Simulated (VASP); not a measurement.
**Te5Mo: single point with PBE**

Crystal: Te5Mo.

```xyz
6
Lattice="8.0676 0.0000 0.0000 -4.0338 6.9867 0.0000 0.0000 0.0000 3.3332" Properties=species:S:1:pos:R:3 pbc="T T T"
Te   -1.0818    1.8737    1.6666
Te    2.9520    5.1130    1.6666
Te    2.1635    0.0000    1.6666
Te    4.0338    2.3289    0.0000
Te    0.0000    4.6578    0.0000
Mo    0.0000    0.0000    0.0000
```

The cell was built from a structure type or drawn by symmetry, and may not be a known phase.

| Property | Result |
| --- | --- |
| Program | VASP 6.6.1 |
| Task | single point |
| Functional | PBE |
| Potentials or basis | VASP PAW PBE potentials, release 64 (Te, Mo_sv) |
| Cutoff | 520 eV |
| k mesh | 3 × 3 × 4 |
| Occupations | gaussian, width 0.1 eV |
| Spin | no spin polarisation |

The pressure is -0.3 GPa and the largest force is 0.008 eV/Å. The band gap on the k mesh is zero (bands 22 and 23 overlap by 1.81 eV).

Forces on the atoms (eV/Å):
```
Te  -0.004  0.007  0.000
Te  -0.004 -0.007  0.000
Te   0.008  0.000  0.000
Te   0.000  0.000  0.000
Te   0.000  0.000  0.000
Mo   0.000  0.000  0.000
```

Stress tensor (GPa, compression positive):
```
-0.34  0.00  0.00
 0.00 -0.34  0.00
 0.00  0.00 -0.15
```

Levels at points of the mesh, in eV from the Fermi level:
```tsv
k point	band 18	band 19	band 20	band 21	band 22	band 23	band 24	band 25	band 26	band 27
(0.00, 0.00, 0.00)	-0.81	-0.81	-0.79	0.77	0.83	0.83	1.83	1.83	2.49	3.14
(0.00, 0.00, 0.50)	-1.12	-1.06	-1.00	-1.00	-0.51	-0.51	1.03	1.03	1.19	1.65
```

Run time: 77 s on 1 thread of Intel(R) Xeon(R) 6975P-C (Granite Rapids) (shared host), peak memory 0.31 GiB.

Caveat: the k points lie up to 0.47 Å⁻¹ apart, too coarse for converged energies and pressures of a metal; spin-orbit coupling is left out, which moves the levels of the heavy elements.
